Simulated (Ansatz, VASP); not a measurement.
One calculation of WC, two programs

Contents of INCAR:

```
PREC = Accurate
ENCUT = 520
EDIFF = 1E-6
ISMEAR = -1
SIGMA = 0.05
LREAL = F
LASPH = T
NELM = 100
ALGO = Normal
ISIF = 2
LWAVE = F
LCHARG = F
GGA = PS
NBANDS = 16
```

The input KPOINTS:

```
regular mesh
0
Gamma
  13 13 12
```

The input POSCAR:

```
WC
1.0
    2.8810343969      0.0000000000      0.0000000000
   -1.4405171984      2.4950489769      0.0000000000
    0.0000000000      0.0000000000      2.8100128507
W C
1 1
Direct
    0.0000000000      0.0000000000      0.0000000000
    0.6666666667      0.3333333333      0.5000000000
```

Input for Ansatz:

```yaml
crystal:
  lattice:
    - [2.8810343969, 0.0, 0.0]
    - [-1.4405171984, 2.4950489769, 0.0]
    - [0.0, 0.0, 2.8100128507]
  atoms:
    - { symbol: W, position: [0.0, 0.0, 0.0] }
    - { symbol: C, position: [0.6666666667, 0.3333333333, 0.5] }
kpoints:
  mp_grid: { grid: [13, 13, 12] }
  band_path:
    path:
      - [0.0, 0.0, 0.0]
      - [0.5, 0.0, 0.0]
      - [0.3333333333, 0.3333333333, 0.0]
      - [0.0, 0.0, 0.0]
      - [0.0, 0.0, 0.5]
      - [0.5, 0.0, 0.5]
      - [0.3333333333, 0.3333333333, 0.5]
      - [0.0, 0.0, 0.5]
      - [0.5, 0.0, 0.5]
    npoints: 5
scf:
  occupations: { method: fermi_dirac, width: 0.05 }
hamiltonian:
  xc: pbesol
  pseudopotentials: { kind: all_electron, lapw: { basis_error: 0.001 } }
output:
  forces: true
  stress: true
  eigenvalues: true
```

Change from the starting cell: volume scaled by 0.98.

Alike in both runs: task single point; functional PBEsol; k mesh 13 × 13 × 12; occupations fermi-dirac, width 0.05 eV; no spin polarisation.

|  | VASP | Ansatz |
| --- | --- | --- |
| version | VASP 6.6.1 | Ansatz 0.2.0 |
| potentials or method | VASP PAW PBE potentials, release 64 (W_sv, C), cutoff 520 eV | all-electron LAPW, scalar-relativistic |

Ansatz gave:

```
pressure (GPa)                                                : 7.8
traceless stress, the component that is largest in VASP (GPa) : 0.52
```

**Question.** Estimate VASP's values.

**Answer.** Pressure (GPa): 9.1; traceless stress, the component that is largest in VASP (GPa): 0.79.

VASP's potentials were made for PBE, not for PBEsol. Ansatz ran all-electron here, and VASP with PAW potentials.

Neither program's run includes spin-orbit coupling.
